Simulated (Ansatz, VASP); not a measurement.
# MgS in VASP and in Ansatz

File INCAR:

```
SYSTEM = MgS
PREC = Accurate
ENCUT = 600
EDIFF = 1E-7
ISMEAR = 0
SIGMA = 0.02
LREAL = .FALSE.
LASPH = .TRUE.
NELM = 120
ALGO = Normal
ISIF = 3
LWAVE = .FALSE.
LCHARG = .FALSE.
GGA = PS
IBRION = 2
NSW = 100
EDIFFG = -0.002
GGA_COMPAT = .FALSE.
NELMIN = 4
```

File KPOINTS:

```
regular mesh
0
G
  6 6 6
  0 0 0
```

POSCAR

```
MgS
1.0
    0.0000000000      2.8100000000      2.8100000000
    2.8100000000      0.0000000000      2.8100000000
    2.8100000000      2.8100000000      0.0000000000
Mg S
1 1
Direct
    0.0000000000      0.0000000000      0.0000000000
    0.2500000000      0.2500000000      0.2500000000
```

Input for Ansatz:

```yaml
crystal:
  lattice:
    - [0.0, 2.81, 2.81]
    - [2.81, 0.0, 2.81]
    - [2.81, 2.81, 0.0]
  atoms:
    - { symbol: Mg, position: [0.0, 0.0, 0.0] }
    - { symbol: S, position: [0.25, 0.25, 0.25] }
basis:
  ecutwfc: 420
kpoints:
  mp_grid: { grid: [6, 6, 6] }
hamiltonian:
  xc: pbesol
  pseudopotentials: { kind: paw, azcp: { folder: soft_1 } }
scf:
  occupations: { method: gaussian, width: 0.02 }
output:
  forces: true
  stress: true
  eigenvalues: true
relax:
  adjacent_minimum: "off"
  f_tol: 0.002
  max_steps: 80
  cell: { stress_tol: 0.02 }
```

Alike in both runs: task relaxation of cell and atoms; functional PBEsol; k mesh 6 × 6 × 6; occupations gaussian, width 0.02 eV; no spin polarisation.

```csv
,VASP,Ansatz
version,VASP 6.6.1,Ansatz 0.2.0
potentials or method,"VASP PAW PBE potentials, release 64 (Mg, S), cutoff 600 eV","scalar-relativistic, plane waves, PAW"
valence electrons in the cell,8,16
```

```csv
,VASP,Ansatz,Ansatz less VASP
"gap on the k mesh at the Fermi level, each at its own relaxed structure (eV)",3.33,3.32,-0.007
relaxed volume (Å³/atom),22.54,22.56,+0.021
relaxed cell length with the largest relative difference (Å),3.995,3.996,+0.0013
```

VASP's potentials were made for PBE, not for PBEsol, and Ansatz warns of the same on its side. VASP's potentials hold 8 valence electrons a cell and Ansatz's 16, so a difference there can come from the potentials and not from the codes.
